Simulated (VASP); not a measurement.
# SnSe (P1) in VASP: single point with PBE

Aim: the single point of SnSe with PBE.

Program: VASP 6.6.1. These are calculated values, not measurements. Logs are shortened: lines on timing, memory, paths and dates and some standing lists are left out, and cuts for length are marked.

## (1) The cell of the first run

The typed cell holds 4 atoms: a = 6.223 Å, b = 6.291 Å, c = 4.248 Å, α = 89.09°, β = 91.92°, γ = 140.91°.

## (2) Single point, PBE (atoms moved at random and the cell strained at random)

File INCAR:

```
ALGO = Normal ; EDIFF = 1E-6
ENCUT = 520 ; GGA = PE
ISIF = 2 ; ISMEAR = 0
LASPH = T ; LCHARG = F
LREAL = F ; LWAVE = F
NBANDS = 28 ; NELM = 80
PREC = Accurate ; SIGMA = 0.02
```

File KPOINTS:

```
k-points
0
Gamma
  8 8 6
```

File POSCAR:

```
SnSe
1.0
    2.0420469250     -5.8770969750     -0.1041501250
    2.1439974750      5.9146370750      0.0490683250
   -0.0551840400      0.0565226200      4.2470552600
Sn Se
2 2
Direct
    0.8968267324      0.1408762839      0.2444557666
    0.1031711972      0.8680306590      0.7497174618
    0.6450391914      0.3530118527      0.2543006021
    0.3549660535      0.6380826704      0.7515261695
```

Potentials or basis: VASP PAW PBE potentials, release 64 (Sn_d, Se).

Run with:

```bash
> cat potpaw_PBE.64/Sn_d/POTCAR potpaw_PBE.64/Se/POTCAR > POTCAR
> mpirun -np 1 vasp_std > vasp.out
```

OUTCAR:

```text
EDIFF = 1E-6
   ENCUT = 520
   GGA = PE
   ISIF = 2
   ISMEAR = 0
   LASPH = T
   LREAL = F
   NELM = 80
   PREC = Accurate

 ion  position               nearest neighbor table
   1  0.897  0.141  0.244-   3 2.74   4 2.92   4 2.94   4 2.99   4 3.12   2 3.51   2 3.57
   2  0.103  0.868  0.750-   4 2.84   3 2.92   3 3.00   3 3.01   3 3.07   1 3.51   1 3.57
   3  0.645  0.353  0.254-   1 2.74   2 2.92   2 3.00   2 3.01   2 3.07
   4  0.355  0.638  0.752-   2 2.84   1 2.92   1 2.94   1 2.99   1 3.12

  LATTYP: Found a triclinic cell.
 ALAT       =     4.1865750898
 B/A-ratio  =     2.0754319189
 C/A-ratio  =     1.0146216757
 COS(alpha) =     0.0010410567
 COS(beta)  =     0.0260247674
 COS(gamma) =     0.7345754446

  Lattice vectors:

 A1 = (  -4.1860444000,  -0.0375401000,   0.0550818000)
 A2 = (  -6.3300418750,  -5.9521771750,   0.0060134750)
 A3 = (  -0.0551840400,   0.0565226200,   4.2470552600)

Analysis of symmetry for initial positions (statically):
=====================================================================
 Subroutine PRICEL returns:
 Original cell was already a primitive cell.

 Routine SETGRP: Setting up the symmetry group for a
 triclinic supercell.

 Subroutine GETGRP returns: Found  1 space group operations
 (whereof  1 operations were pure point group operations)
 out of a pool of  2 trial point group operations.

The static configuration has the point symmetry C_1 .

Analysis of symmetry for dynamics (positions and initial velocities):
=====================================================================
 Subroutine PRICEL returns:
 Original cell was already a primitive cell.

 Routine SETGRP: Setting up the symmetry group for a
 triclinic supercell.

 Subroutine GETGRP returns: Found  1 space group operations
 (whereof  1 operations were pure point group operations)
 out of a pool of  2 trial point group operations.

The dynamic configuration has the point symmetry C_1 .

 Subroutine INISYM returns: Found  1 space group operations
 (whereof  1 operations are pure point group operations),
 and found     1 'primitive' translations

----------------------------------------------------------------------------------------

                                     Primitive cell

  volume of cell :     104.7744

  direct lattice vectors                    reciprocal lattice vectors
     2.042046925 -5.877096975 -0.104150125     0.239724831 -0.086933321  0.004271827
     2.143997475  5.914637075  0.049068325     0.238173418  0.082720031  0.001993809
    -0.055184040  0.056522620  4.247055260     0.003127014 -0.003087563  0.235538983

  length of vectors
     6.222625792  6.291427867  4.247789833     0.255036557  0.252137177  0.235579974

  position of ions in fractional coordinates (direct lattice)
     0.896826732  0.140876284  0.244455767
     0.103171197  0.868030659  0.749717462
     0.645039191  0.353011853  0.254300602
     0.354966054  0.638082670  0.751526169

  ion indices of the primitive-cell ions
   primitive index   ion index
                 1           1
                 2           2
                 3           3
                 4           4

----------------------------------------------------------------------------------------

 KPOINTS: k-points

Automatic generation of k-mesh.
 Grid dimensions read from file:
 generate k-points for:    8    8    6

 Generating k-lattice:

  Cartesian coordinates                     Fractional coordinates (reciprocal lattice)
     0.029965604 -0.010866665  0.000533978     0.125000000  0.000000000  0.000000000
     0.029771677  0.010340004  0.000249226    -0.000000000  0.125000000  0.000000000
     0.000521169 -0.000514594  0.039256497    -0.000000000  0.000000000  0.166666667

  Length of vectors
     0.031879570  0.031517147  0.039263329

  Shift w.r.t. Gamma in fractional coordinates (k-lattice)
     0.000000000  0.000000000  0.000000000

 Subroutine IBZKPT returns following result:
 ===========================================

 Found    196 irreducible k-points:

 Following reciprocal coordinates:
            Coordinates               Weight
  0.000000  0.000000  0.000000      1.000000
  0.125000  0.000000 -0.000000      2.000000
  0.250000  0.000000 -0.000000      2.000000
  0.375000  0.000000 -0.000000      2.000000
  0.500000  0.000000 -0.000000      1.000000
  0.000000  0.125000  0.000000      2.000000
[... 16 lines left out ...]
  0.125000  0.375000 -0.000000      2.000000
  0.250000  0.375000 -0.000000      2.000000
 [... further k-points ...]
   k-points           NKPTS =    196   k-points in BZ     NKDIM =    196   number of bands    NBANDS=     28
   number of dos      NEDOS =    301   number of ions     NIONS =      4
   total plane-waves  NPLWV =  73728
   dimension x,y,z NGX =    48 NGY =   48 NGZ =   32
   dimension x,y,z NGXF=    96 NGYF=   96 NGZF=   64
   ions per type =               2   2
   NGX,Y,Z   is equivalent  to a cutoff of  12.82, 12.68, 12.52 a.u.
   NGXF,Y,Z  is equivalent  to a cutoff of  25.65, 25.37, 25.05 a.u.
 SYSTEM =  unknown system
   PREC   = accura    normal or accurate (medium, high low for compatibility)
   ISTART =      0    job   : 0-new  1-cont  2-samecut
   ICHARG =      2    charge: 1-file 2-atom 10-const
   ISPIN  =      1    spin polarized calculation?
   LNONCOLLINEAR =      F non collinear calculations
   LSORBIT =      F    spin-orbit coupling
   LASPH  =      T    aspherical Exc in radial PAW
   ENCUT  =  520.0 eV  38.22 Ry    6.18 a.u.  11.57 11.70  7.90*2*pi/ulx,y,z
   NELM   =     80;   NELMIN=  2; NELMDL= -5     # of ELM steps
   EDIFF  = 0.1E-05   stopping-criterion for ELM
   LREAL  =      F    real-space projection
   EDIFFG = 0.1E-04   stopping-criterion for IOM
   NSW    =      0    number of steps for IOM
   IBRION =     -1    ionic relax: 0-MD 1-quasi-New 2-CG
   NFREE  =      0    steps in history (QN), initial steepest desc. (CG)
   ISIF   =      2    stress and relaxation
   ISYM   =      2    0-nonsym 1-usesym 2-fastsym
   POTIM  = 0.5000    time-step for ionic-motion
   TEBEG  =    0.0;   TEEND  =   0.0 temperature during run
   PSTRESS=    0.0 pullay stress
   NELECT =      40.0000    total number of electrons
   NUPDOWN=      -1.0000    fix difference up-down
   EMIN   =  10.00;   EMAX   =-10.00  energy-range for DOS
   EFERMI =   0.00;   METHOD = LEGACY
   ISMEAR =     0;   SIGMA  =   0.02  broadening in eV -4-tet -1-fermi 0-gaus
   EFERMI_NEDOS =   21; number of points for ismear=-14 and -15
   IALGO  =     38    algorithm
   IMIX   =      4    mixing-type and parameters
     AMIX     =   0.40;   BMIX     =  1.00
     AMIX_MAG =   1.60;   BMIX_MAG =  1.00
  volume/ion in A,a.u.               =      26.19       176.76
  Fermi-wavevector in a.u.,A,eV,Ry     =   1.187617  2.244271 19.190128  1.410435
  Thomas-Fermi vector in A             =   2.323765
   LORBIT       =      0    0 simple, 1 ext, 2 COOP (PROOUT), +10 PAW based schemes
   GGA     = PE    functional components
   LHFCALC =     F    Hartree Fock is set to
   AEXX    =    0.0000 exact exchange contribution
   IVDW    =     0    specifies the selected vdW correction
   LEPSILON=     F    determine dielectric tensor
   LRPA    =     F    only Hartree local field effects (RPA)
 non-spin polarized calculation
 Gauss-broadening in eV      SIGMA  =   0.02
  energy-cutoff  :      520.00
  volume of cell :      104.77
 maximum number of plane-waves:      2840
 NGX is ok and might be reduce to    48
   NGX = 23   NGY = 23   NGZ = 15

 number of electron      40.0000006 magnetization

 Free energy of the ion-electron system (eV)
  ---------------------------------------------------
  ext. energy  EPLUGINS =         0.00000000
  ---------------------------------------------------
  free energy    TOTEN  =       -16.31809612 eV

  energy without entropy =      -16.31803730  energy(sigma->0) =      -16.31806671

 E-fermi :   5.8542     XC(G=0):  -9.8161

 val. band max:        5.8541805772   @ k =   0.5000   0.5000   0.3333
 cond. band min:       6.0364977766   @ k =   0.3750   0.3750   0.3333
 fundamental gap:      0.1823171993
 Fermi energy:         5.8541836407

 k-point     1 :       0.0000    0.0000    0.0000
  band No.  band energies     occupation
      1     -15.7909      2.00000
      2     -15.7800      2.00000
      3     -15.7685      2.00000
      4     -15.7637      2.00000
      5     -15.7489      2.00000
      6     -15.6993      2.00000
[... 20 lines left out ...]
     27      11.1604      0.00000
     28      12.0338      0.00000

 k-point     2 :       0.1250    0.0000   -0.0000
  band No.  band energies     occupation
      1     -15.7891      2.00000
      2     -15.7811      2.00000
      3     -15.7674      2.00000
      4     -15.7635      2.00000
      5     -15.7496      2.00000
      6     -15.6972      2.00000
[... 20 lines left out ...]
     27      11.1593      0.00000
     28      11.9945      0.00000

 k-point     3 :       0.2500    0.0000   -0.0000
  band No.  band energies     occupation
      1     -15.7852      2.00000
      2     -15.7838      2.00000
      3     -15.7644      2.00000
      4     -15.7629      2.00000
      5     -15.7511      2.00000
      6     -15.6960      2.00000
[... 20 lines left out ...]
     27      11.5404      0.00000
     28      12.4577      0.00000

 k-point     4 :       0.3750    0.0000   -0.0000
  band No.  band energies     occupation
      1     -15.7871      2.00000
      2     -15.7814      2.00000
      3     -15.7633      2.00000
      4     -15.7602      2.00000
      5     -15.7524      2.00000
      6     -15.6989      2.00000
[... 578 lines left out ...]
     27      13.0268      0.00000
     28      13.1979      0.00000

 k-point    23 :       0.1250    0.3750   -0.0000
  band No.  band energies     occupation
      1     -15.7882      2.00000
      2     -15.7797      2.00000
      3     -15.7622      2.00000
      4     -15.7584      2.00000
      5     -15.7522      2.00000
      6     -15.7001      2.00000
[... 20 lines left out ...]
     27      13.0446      0.00000
     28      13.7059      0.00000

 k-point    24 :       0.2500    0.3750   -0.0000
  band No.  band energies     occupation
      1     -15.7871      2.00000
      2     -15.7810      2.00000
      3     -15.7618      2.00000
      4     -15.7598      2.00000
      5     -15.7517      2.00000
      6     -15.6988      2.00000
[... 20 lines left out ...]
     27      12.6217      0.00000
     28      13.4768      0.00000

 [... further k-points ...]
[... 5 lines left out ...]
  --------------------------------------------------------------------------------------
  -------------------------------------------------------------------------------------
  Total        1.6844040      0.2795256      1.2781846     -0.1141873     -0.3267447      1.0941758
  in kB       25.7573878      4.2744200     19.5456049     -1.7461174     -4.9964801     16.7317998
  external PRESSURE =      16.5258042 kB  Pullay stress =       0.0000000 kB

 VOLUME and BASIS-vectors are now :
 -----------------------------------------------------------------------------
  energy-cutoff  :      520.00
  volume of cell :      104.77
      direct lattice vectors                 reciprocal lattice vectors
     2.042046925 -5.877096975 -0.104150125     0.239724831 -0.086933321  0.004271827
     2.143997475  5.914637075  0.049068325     0.238173418  0.082720031  0.001993809
    -0.055184040  0.056522620  4.247055260     0.003127014 -0.003087563  0.235538983

 POSITION                                       TOTAL-FORCE (eV/Angst)
 -----------------------------------------------------------------------------------
      2.11991     -4.42369      0.95173        -0.003958      0.026958     -0.025684
      2.03036      4.57012      3.21594         0.006468     -0.290655      0.003218
      2.06002     -1.68865      1.03017        -0.081119      0.049283     -0.092462
      2.05143      1.73034      3.18611         0.078608      0.214414      0.114928
 -----------------------------------------------------------------------------------
    total drift:                               -0.000182      0.000467      0.000429

  FREE ENERGIE OF THE ION-ELECTRON SYSTEM (eV)
  ---------------------------------------------------
  free  energy   TOTEN  =       -16.3180961214 eV

  energy  without entropy=      -16.3180373030  energy(sigma->0) =      -16.31806671
```

Wall time 16 min (1 thread of Intel Xeon 8259CL, shared host); peak memory 0.62 GiB.

What came out:

```yaml
Free_energy: -16.3181 eV
Pressure: 1.7 GPa
Largest_force: 0.291 eV/Å
Band_gap_on_the_k_mesh: zero (band 20 reaches 5.85 eV, above the bottom of band 21 at 5.80 eV)
```

Forces on the atoms (eV/Å):
```
Sn  -0.004  0.027 -0.026
Sn   0.006 -0.291  0.003
Se  -0.081  0.049 -0.092
Se   0.079  0.214  0.115
```

Levels at points of the mesh, in eV from the Fermi level:
| k point | band 17 | band 18 | band 19 | band 20 | band 21 | band 22 | band 23 | band 24 |
| --- | --- | --- | --- | --- | --- | --- | --- | --- |
| (0.00, 0.00, 0.00) | -3.10 | -2.54 | -1.99 | -0.75 | 3.30 | 3.57 | 3.97 | 4.23 |
| (0.50, 0.00, 0.00) | -2.04 | -1.91 | -0.70 | -0.36 | 0.90 | 1.07 | 1.15 | 2.08 |
| (0.00, 0.50, 0.00) | -2.19 | -1.72 | -0.71 | -0.44 | 0.74 | 1.01 | 1.09 | 2.33 |
| (0.50, 0.50, 0.00) | -2.69 | -2.22 | -1.87 | -0.72 | -0.05 | 3.34 | 3.46 | 3.72 |
| (0.00, 0.00, 0.50) | -1.88 | -1.82 | -0.41 | -0.18 | 0.73 | 0.82 | 1.42 | 1.64 |
| (0.50, 0.00, 0.50) | -4.27 | -4.14 | -2.04 | -1.63 | 1.84 | 2.20 | 4.66 | 4.96 |
| (0.00, 0.50, 0.50) | -4.19 | -4.06 | -2.03 | -1.93 | 2.03 | 2.27 | 4.71 | 5.15 |
| (0.50, 0.50, 0.50) | -1.83 | -1.62 | -1.23 | -1.06 | 1.35 | 1.46 | 2.01 | 2.09 |

Caveat: the cell differs from its parent crystal (atoms moved at random and the cell strained at random); spin-orbit coupling is left out, which moves the levels of the heavy elements.
